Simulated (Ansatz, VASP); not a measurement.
One calculation of P, two programs

```
P
1.0
     3.25682    0.00000    0.00000
    -1.62841    2.82049    0.00000
     0.00000    0.00000   34.63780
P
4
Direct
  0.66667 0.33333 0.24060
  0.33333 0.66667 0.20471
  0.00000 0.00000 0.33681
  0.33333 0.66667 0.37270
```

Alike in both runs: functional PBE; dispersion D3(BJ); k mesh 12 × 12 × 1; no spin polarisation.

Ansatz relaxed the structure, and its values are those at the end. VASP's run is a single point on that final structure, the one shown.

|  | VASP | Ansatz |
| --- | --- | --- |
| version | VASP 6.6.1 | Ansatz 0.2.0 |
| potentials or method | VASP PAW PBE potentials, release 64 (P), cutoff 520 eV | scalar-relativistic, plane waves, PAW |
| occupations | gaussian, width 0.01 eV | fixed |
| valence electrons in the cell | 20 | 20 |

```csv
,VASP,Ansatz,Ansatz less VASP
gap on the k mesh at the Fermi level (eV),1.25,1.21,-0.041
least direct gap on the mesh (eV),1.81,1.77,-0.042
rms of the force components (eV/Å),0.053,0.000,-0.0524
```
